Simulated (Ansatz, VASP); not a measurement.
**Rb: VASP beside Ansatz**

```
CELL_PARAMETERS angstrom
9.34306 0.00000 0.00000
0.00000 9.34306 0.00000
0.00000 0.00000 9.34306
ATOMIC_POSITIONS crystal
Rb 0.00000 0.00000 0.00000
Rb 0.50000 0.50000 0.50000
Rb 0.25000 0.00000 0.50000
Rb 0.75000 0.00000 0.50000
Rb 0.50000 0.25000 0.00000
Rb 0.50000 0.75000 0.00000
Rb 0.00000 0.50000 0.25000
Rb 0.00000 0.50000 0.75000
```

Alike in both runs: functional RPBE; k mesh 3 × 3 × 3; occupations fermi-dirac, width 0.1 eV; no spin polarisation.

Ansatz relaxed the structure, and its values are those at the end. VASP's run is a single point on that final structure, the one shown.

|  | VASP | Ansatz |
| --- | --- | --- |
| version | VASP 6.6.1 | Ansatz 0.2.0 |
| potentials or method | VASP PAW PBE potentials, release 64 (Rb_sv), cutoff 520 eV | plane waves (420 eV) with PAW, scalar-relativistic |
| valence electrons in the cell | 72 | 72 |

|  | VASP | Ansatz | Ansatz less VASP |
| --- | --- | --- | --- |
| pressure (GPa) | 0.0 | 0.0 | 0.00 |

VASP's potentials were made for PBE, not for RPBE.
